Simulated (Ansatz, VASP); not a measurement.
**Two plane-wave programs on BAs**

INCAR

```
  PREC = Accurate
  ENCUT = 600
  EDIFF = 1E-6
  ISMEAR = 0
  SIGMA = 0.05
  LREAL = False
  LASPH = True
  NELM = 120
  ALGO = Normal
  ISIF = 2
  LWAVE = False
  LCHARG = False
  GGA = CA
  NBANDS = 16
  GGA_COMPAT = False
```

Contents of KPOINTS:

```
Automatic mesh
0
Gamma
  10 10 10
```

Contents of POSCAR:

```
BAs
1.0
    0.0000000000      2.2929600000      2.3885000000
    2.2929600000      0.0000000000      2.3885000000
    2.2929600000      2.2929600000      0.0000000000
B As
1 1
Direct
    0.0000000000      0.0000000000      0.0000000000
    0.7500000000      0.7500000000      0.7500000000
```

Input for Ansatz:

```yaml
crystal:
  lattice:
    - [0.0, 2.29296, 2.3885]
    - [2.29296, 0.0, 2.3885]
    - [2.29296, 2.29296, 0.0]
  atoms:
    - { symbol: B, position: [0.0, 0.0, 0.0] }
    - { symbol: As, position: [0.75, 0.75, 0.75] }
basis:
  ecutwfc: 420
kpoints:
  mp_grid: { grid: [10, 10, 10] }
hamiltonian:
  xc: lda
scf:
  occupations: { method: gaussian, width: 0.05 }
output:
  forces: true
  stress: true
  eigenvalues: true
```

Change from the starting cell: strain -0.040 along x and y, +0.000 along z, atoms carried along.

Alike in both runs: task single point; functional LDA; k mesh 10 × 10 × 10; occupations gaussian, width 0.05 eV; no spin polarisation.

|  | VASP | Ansatz |
| --- | --- | --- |
| version | VASP 6.6.1 | Ansatz 0.2.0 |
| potentials or method | VASP PAW LDA potentials, release 64 (B, As_d), cutoff 600 eV | scalar-relativistic, plane waves, PAW |
| valence electrons in the cell | 18 | 18 |

|  | VASP | Ansatz | Ansatz less VASP |
| --- | --- | --- | --- |
| gap on the k mesh at the Fermi level (eV) | 0.73 | 0.73 | +0.003 |
| least direct gap on the mesh (eV) | 3.14 | 3.14 | +0.004 |
| pressure (GPa) | 9.8 | 8.7 | -1.09 |
| traceless stress, the component that is largest in VASP (GPa) | -6.46 | -6.48 | -0.013 |

LDA's correlation is that of Perdew and Zunger in VASP and of Perdew and Wang (1992) in Ansatz.
